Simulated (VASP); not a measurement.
Crystal: Cr.

```
Cr
1.0
    -1.41496    1.41496    1.41496
     1.41496   -1.41496    1.41496
     1.41496    1.41496   -1.41496
Cr
1
Cartesian
  0.0000 0.0000 0.0000
```

Program: VASP 6.6.1. Alike in all runs: task single point; level r2SCAN; potentials or basis VASP PAW PBE potentials, release 64 (Cr_pv); no spin polarisation; cell as given.

Problem. Order these runs on this cell by their pressure, lowest first.
A. k mesh 15 × 15 × 15; cutoff (eV) 550; smearing fermi-dirac 1 eV
B. k mesh 15 × 15 × 15; cutoff (eV) 550; smearing fermi-dirac 0.6 eV
C. k mesh 15 × 15 × 15; cutoff (eV) 520; smearing gaussian 1 eV
D. k mesh 16 × 16 × 16; cutoff (eV) 550; smearing fermi-dirac 0.1 eV
E. k mesh 15 × 15 × 15; cutoff (eV) 550; smearing methfessel-paxton 1 eV

Solution. E (-1.7 GPa), D (0.5 GPa), C (4.1 GPa), B (13.0 GPa), A (35.2 GPa).

Caveats: the PAW data sets were made with another functional, which shifts forces and pressure a little; the run has no spin polarisation, though such a crystal can be magnetic.
